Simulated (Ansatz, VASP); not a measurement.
**Two plane-wave programs on Sc2AlN3**

```
Sc Al N
1.0
     2.72414    0.00000    0.00000
     0.00000    2.72414    0.00000
     0.00000    0.00000    8.19797
Sc Al N
2 1 3
Direct
  0.00000 0.00000 0.33117
  0.00000 0.00000 0.66883
  0.00000 0.00000 0.00000
  0.50000 0.50000 0.15611
  0.50000 0.50000 0.50000
  0.50000 0.50000 0.84389
```

Change from the starting cell: species swapped into the Pr3MgAl2 type (P4/mmm, No. 123).

Alike in both runs: task relaxation of cell and atoms; functional PBE; k mesh 14 × 14 × 6; occupations gaussian, width 0.1 eV; no spin polarisation.

|  | VASP | Ansatz |
| --- | --- | --- |
| version | VASP 6.6.1 | Ansatz 0.2.0 |
| potentials or method | VASP PAW PBE potentials, release 64 (Sc_sv, Al, N), cutoff 600 eV | scalar-relativistic, plane waves, PAW |
| valence electrons in the cell | 40 | 40 |

|  | VASP | Ansatz | Ansatz less VASP |
| --- | --- | --- | --- |
| gap on the k mesh at the Fermi level, each at its own relaxed structure (eV) | none | none | - |
| relaxed volume (Å³/atom) | 10.18 | 10.15 | -0.032 |
| relaxed length of the cell vector where the two differ most in proportion (Å) | 8.208 | 8.199 | -0.0090 |

A gap of «none» marks a metal or a gap that the smearing closes.
